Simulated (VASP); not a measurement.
# CuRu2 (P6/mmm) in VASP: notebook, part 2 of 2

VASP 6.6.1.

## Step 3: Single point, PBE

This run uses another cell than the first one, of 13.76 Å³/atom.

Contents of INCAR:

```
PREC     = Accurate       # precision mode
ENCUT    = 520            # plane-wave cutoff, eV
EDIFF    = 1E-6           # SCF threshold, eV
ISMEAR   = 0              # smearing method
SIGMA    = 0.1            # smearing width, eV
LREAL    = False          # projectors in reciprocal space
LASPH    = True           # aspherical terms in the spheres
NELM     = 100            # most SCF steps
ALGO     = Normal         # electronic algorithm
ISIF     = 2              # what is computed and relaxed
LWAVE    = False          # write WAVECAR
LCHARG   = False          # write CHGCAR
GGA      = PE             # functional
NBANDS   = 26             # bands
```

Contents of KPOINTS:

```
Automatic mesh
0
Gamma
  6 6 6
```

Contents of POSCAR:

```
CuRu2
1.0
    4.2896909380      0.0000000000      0.0000000000
   -2.1448454690      3.7149813267      0.0000000000
    0.0000000000      0.0000000000      2.5910598723
Cu Ru
1 2
Direct
    0.0000000000      0.0000000000      0.0000000000
    0.3333333333      0.6666666667      0.5000000000
    0.6666666667      0.3333333333      0.5000000000
```

Potentials or basis: VASP PAW PBE potentials, release 64 (Cu, Ru_pv).

The run is started by

```bash
$ cat potpaw_PBE.64/Cu/POTCAR potpaw_PBE.64/Ru_pv/POTCAR > POTCAR
$ mpirun -np 1 vasp_std > vasp.out
```

OUTCAR:

```text
PREC = Accurate
   ENCUT = 520
   EDIFF = 1E-6
   ISMEAR = 0
   LREAL = False
   LASPH = True
   NELM = 100
   ISIF = 2
   GGA = PE

 ion  position               nearest neighbor table
   1  0.000  0.000  0.000-   2 2.80   3 2.80   2 2.80   3 2.80   3 2.80   3 2.80   2 2.80   2 2.80
                             3 2.80   3 2.80   2 2.80   2 2.80
   2  0.333  0.667  0.500-   3 2.48   3 2.48   3 2.48   1 2.80   1 2.80   1 2.80   1 2.80   1 2.80
                             1 2.80
   3  0.667  0.333  0.500-   2 2.48   2 2.48   2 2.48   1 2.80   1 2.80   1 2.80   1 2.80   1 2.80
                             1 2.80

  LATTYP: Found a hexagonal cell.
 ALAT       =     4.2896909380
 C/A-ratio  =     0.6040201753

  Lattice vectors:

 A1 = (   4.2896909380,   0.0000000000,   0.0000000000)
 A2 = (  -2.1448454690,   3.7149813267,   0.0000000000)
 A3 = (   0.0000000000,   0.0000000000,   2.5910598723)

Analysis of symmetry for initial positions (statically):
=====================================================================
 Subroutine PRICEL returns:
 Original cell was already a primitive cell.

 Routine SETGRP: Setting up the symmetry group for a
 hexagonal supercell.

 Subroutine GETGRP returns: Found 24 space group operations
[... 170 lines left out ...]
 val. band max:       10.4050024680   @ k =   0.5000   0.0000   0.1667
 cond. band min:      10.4278503276   @ k =   0.1667   0.0000   0.5000
 fundamental gap:      0.0228478596
 Fermi energy:        10.4134483833

 k-point     1 :       0.0000    0.0000    0.0000
  band No.  band energies     occupation
      1     -32.8668      2.00000
      2     -32.8668      2.00000
      3     -32.1451      2.00000
      4     -32.1013      2.00000
      5     -32.1013      2.00000
      6     -31.9814      2.00000
[... 685 lines left out ...]
     25      18.6962      0.00000
     26      18.7575      0.00000

 [... further k-points ...]

------------------------ aborting loop because EDIFF is reached ----------------------------------------

  FORCE on cell =-STRESS in cart. coord.  units (eV):
  Direction    XX          YY          ZZ          XY          YZ          ZX
  --------------------------------------------------------------------------------------
  -------------------------------------------------------------------------------------
  Total        0.0724412      0.0724412      0.0752286      0.0000000     -0.0000000     -0.0000000
  in kB        2.8108384      2.8108384      2.9189949      0.0000000     -0.0000000     -0.0000000
  external PRESSURE =       2.8468906 kB  Pullay stress =       0.0000000 kB

 VOLUME and BASIS-vectors are now :
 -----------------------------------------------------------------------------
  energy-cutoff  :      520.00
  volume of cell :       41.29
      direct lattice vectors                 reciprocal lattice vectors
     4.289690938  0.000000000  0.000000000     0.233117027  0.134590179  0.000000000
    -2.144845469  3.714981327  0.000000000     0.000000000  0.269180357  0.000000000
     0.000000000  0.000000000  2.591059872     0.000000000  0.000000000  0.385942452

 POSITION                                       TOTAL-FORCE (eV/Angst)
 -----------------------------------------------------------------------------------
      0.00000      0.00000      0.00000        -0.000000      0.000000      0.000000
     -0.00000      2.47665      1.29553         0.000000     -0.000000      0.000000
      2.14485      1.23833      1.29553         0.000000      0.000000     -0.000000
 -----------------------------------------------------------------------------------
    total drift:                               -0.000000      0.000000      0.000000

  FREE ENERGIE OF THE ION-ELECTRON SYSTEM (eV)
  ---------------------------------------------------
  free  energy   TOTEN  =       -20.9749560672 eV

  energy  without entropy=      -20.9564715088  energy(sigma->0) =      -20.96571379
```

OSZICAR:

```text
N       E                     dE             d eps       ncg     rms          rms(c)
DAV:   1     0.392203719148E+03    0.39220E+03   -0.22266E+04  1568   0.204E+03
DAV:   2    -0.535919195007E+01   -0.39756E+03   -0.38675E+03  1510   0.489E+02
DAV:   3    -0.230890534292E+02   -0.17730E+02   -0.17028E+02  1636   0.114E+02
DAV:   4    -0.235384307274E+02   -0.44938E+00   -0.44758E+00  1884   0.171E+01
DAV:   5    -0.235538088129E+02   -0.15378E-01   -0.15372E-01  2054   0.301E+00    0.210E+01
DAV:   6    -0.278700510743E+02   -0.43162E+01   -0.91843E+01  1730   0.213E+02    0.161E+01
DAV:   7    -0.213673082691E+02    0.65027E+01   -0.15619E+01  1736   0.677E+01    0.523E+00
DAV:   8    -0.211611303074E+02    0.20618E+00   -0.33473E+00  1934   0.613E+01    0.479E+00
DAV:   9    -0.209946570645E+02    0.16647E+00   -0.16412E+00  2080   0.310E+01    0.133E+00
DAV:  10    -0.209849098813E+02    0.97472E-02   -0.52108E-02  2216   0.363E+00    0.819E-01
DAV:  11    -0.209766225241E+02    0.82874E-02   -0.10735E-02  2040   0.332E+00    0.351E-01
DAV:  12    -0.209749025997E+02    0.17199E-02   -0.74587E-03  2264   0.248E+00    0.395E-02
DAV:  13    -0.209749642730E+02   -0.61673E-04   -0.68787E-04  1644   0.221E-01    0.271E-02
DAV:  14    -0.209749613672E+02    0.29059E-05   -0.13910E-05  2136   0.511E-02    0.206E-02
DAV:  15    -0.209749643434E+02   -0.29762E-05   -0.48286E-06  1620   0.583E-02    0.269E-02
DAV:  16    -0.209749559900E+02    0.83534E-05   -0.23911E-05  1772   0.157E-01    0.293E-03
DAV:  17    -0.209749560672E+02   -0.77133E-07   -0.11452E-06  1020   0.143E-02
   1 F= -.20974956E+02 E0= -.20965714E+02  d E =-.184846E-01
```

stdout:

```text
POSCAR found type information on POSCAR CuRu
 POSCAR found :  2 types and       3 ions
 scaLAPACK will be used
 LDA part: xc-table for (Slater+PW92), standard interpolation
 POSCAR, INCAR and KPOINTS ok, starting setup
 FFT: planning ... GRIDC
 FFT: planning ... GRID_SOFT
 FFT: planning ... GRID
 WAVECAR not read
 entering main loop
```

Run time: 21 s. Hardware: 1 thread of AMD EPYC 9R45 (Zen 5), shared host; peak memory 0.14 GiB.

What came out:

```yaml
Free_energy: -20.9750 eV
Pressure: 0.3 GPa
Band_gap_on_the_k_mesh: zero (an odd number of electrons rules out a gap without spin polarisation)
```

Caveat: the k points lie up to 0.40 Å⁻¹ apart, too coarse for converged energies and pressures of a metal.

The gap in the log of VASP goes by the Fermi energy; the results here count the filled bands.